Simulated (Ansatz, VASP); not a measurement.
KTaO3 in VASP and in Ansatz

INCAR

```
SYSTEM = KTaO3
PREC = Accurate
ENCUT = 700
EDIFF = 1E-6
ISMEAR = 0
SIGMA = 0.01
LREAL = .FALSE.
LASPH = .TRUE.
NELM = 200
ALGO = Normal
ISIF = 2
LWAVE = .FALSE.
LCHARG = .FALSE.
LNONCOLLINEAR = .TRUE.
MAGMOM = 0 0 0 0 0 0 0 0 0 0 0 0 0 0 0
LORBIT = 11
LSORBIT = .TRUE.
GGA_COMPAT = .FALSE.
LORBMOM = .TRUE.
LMAXMIX = 4
GGA = PE
NBANDS = 55
```

Contents of KPOINTS:

```
Automatic mesh
0
G
  6 6 6
  0 0 0
```

The input POSCAR:

```
KTaO3
1.0
    3.9901309440      0.0000000000      0.0000000000
    0.0000000000      3.9901309440      0.0000000000
    0.0000000000      0.0000000000      3.9901309440
K Ta O
1 1 3
Direct
    0.5000000000      0.5000000000      0.5000000000
    0.0000000000      0.0000000000      0.0000000000
    0.5000000000      0.0000000000      0.0000000000
    0.0000000000      0.5000000000      0.0000000000
    0.0000000000      0.0000000000      0.5000000000
```

Input for Ansatz:

```yaml
crystal:
  lattice:
    - [3.990130944, 0.0, 0.0]
    - [0.0, 3.990130944, 0.0]
    - [0.0, 0.0, 3.990130944]
  atoms:
    - { symbol: K, position: [0.5, 0.5, 0.5] }
    - { symbol: Ta, position: [0.0, 0.0, 0.0] }
    - { symbol: O, position: [0.5, 0.0, 0.0] }
    - { symbol: O, position: [0.0, 0.5, 0.0] }
    - { symbol: O, position: [0.0, 0.0, 0.5] }
kpoints:
  mp_grid: { grid: [6, 6, 6] }
  band_path:
    path: [[0.0, 0.0, 0.0], [0.0, 0.5, 0.0], [0.5, 0.5, 0.0], [0.5, 0.5, 0.5]]
    npoints: 1
hamiltonian:
  xc: pbe
scf:
  occupations: { method: fixed }
  n_extra_bands: 10
magnetization:
  noncollinear: true
  spin_orbit: true
output:
  forces: true
  stress: true
  eigenvalues: true
```

Alike in both runs: task single point; functional PBE; k mesh 6 × 6 × 6; non-collinear spin, spin-orbit coupling.

|  | VASP | Ansatz |
| --- | --- | --- |
| version | VASP 6.6.1 | Ansatz 0.2.0 |
| potentials or method | VASP PAW PBE potentials, release 64 (K_sv, Ta_sv_GW, O) | plane waves, PAW |
| plane-wave cutoff (eV) | 700 | 420 |
| occupations | gaussian, width 0.01 eV | fixed |
| valence electrons in the cell | 40 | 40 |

|  | VASP | Ansatz | Ansatz less VASP |
| --- | --- | --- | --- |
| pressure (GPa) | 5.3 | 4.9 | -0.39 |
